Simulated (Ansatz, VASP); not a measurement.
**Two plane-wave programs on Te2Mo**

The input INCAR:

```
PREC = Accurate
ENCUT = 520
EDIFF = 1E-7
ISMEAR = 0
SIGMA = 0.02
LREAL = F
LASPH = T
NELM = 80
ALGO = Normal
ISIF = 2
LWAVE = F
LCHARG = F
GGA = PS
NBANDS = 20
```

The input KPOINTS:

```
Automatic mesh
0
Gamma
  12 12 2
```

Contents of POSCAR:

```
Te2Mo
1.0
    3.4705296201      0.0000000000      0.0000000000
   -1.7352648101      3.0055668155      0.0000000000
    0.0000000000      0.0000000000      7.7722135644
Te Mo
2 1
Direct
    0.3333333333      0.6666666667      0.7672089552
    0.3333333333      0.6666666667      0.2327910448
    0.0000000000      0.0000000000      0.0000000000
```

Input for Ansatz:

```yaml
crystal:
  lattice:
    - [3.4705296201, 0.0, 0.0]
    - [-1.7352648101, 3.0055668155, 0.0]
    - [0.0, 0.0, 7.7722135644]
  atoms:
    - { symbol: Te, position: [0.3333333333, 0.6666666667, 0.7672089552] }
    - { symbol: Te, position: [0.3333333333, 0.6666666667, 0.2327910448] }
    - { symbol: Mo, position: [0.0, 0.0, 0.0] }
basis:
  ecutwfc: 420
kpoints:
  mp_grid: { grid: [12, 12, 2] }
  band_path: { path: [VBM, CBM], npoints: 2 }
hamiltonian:
  xc: pbesol
scf:
  occupations: { method: gaussian, width: 0.02 }
output:
  forces: true
  stress: true
  eigenvalues: true
checkpoint:
  read: start.run
  write: ck
  compress: false
  write_wavefunctions: false
  write_every: 100000
```

Alike in both runs: task single point; functional PBEsol; k mesh 12 × 12 × 2; occupations gaussian, width 0.02 eV; no spin polarisation.

|  | VASP | Ansatz |
| --- | --- | --- |
| version | VASP 6.6.1 | Ansatz 0.2.0 |
| potentials or method | VASP PAW PBE potentials, release 64 (Te, Mo_sv), cutoff 520 eV | scalar-relativistic, plane waves, PAW |
| valence electrons in the cell | 26 | 46 |

```tsv
	VASP	Ansatz	Ansatz less VASP
gap on the k mesh at the Fermi level (eV)	0.98	0.98	-0.004
least direct gap on the mesh (eV)	1.23	1.23	+0.001
pressure (GPa)	1.1	1.0	-0.13
traceless stress, the component that is largest in VASP (GPa)	0.06	-0.01	-0.075
rms of the force components (eV/Å)	0.014	0.000	-0.0140
```

VASP's potentials were made for PBE, not for PBEsol. Atom by atom the forces differ by 0.014 eV/Å (rms over components). The functional is the same, so the differences come from potentials, cutoffs and numerics. VASP's potentials hold 26 valence electrons a cell and Ansatz's 46, so a difference there can come from the potentials and not from the codes.

Spin-orbit coupling is off throughout.
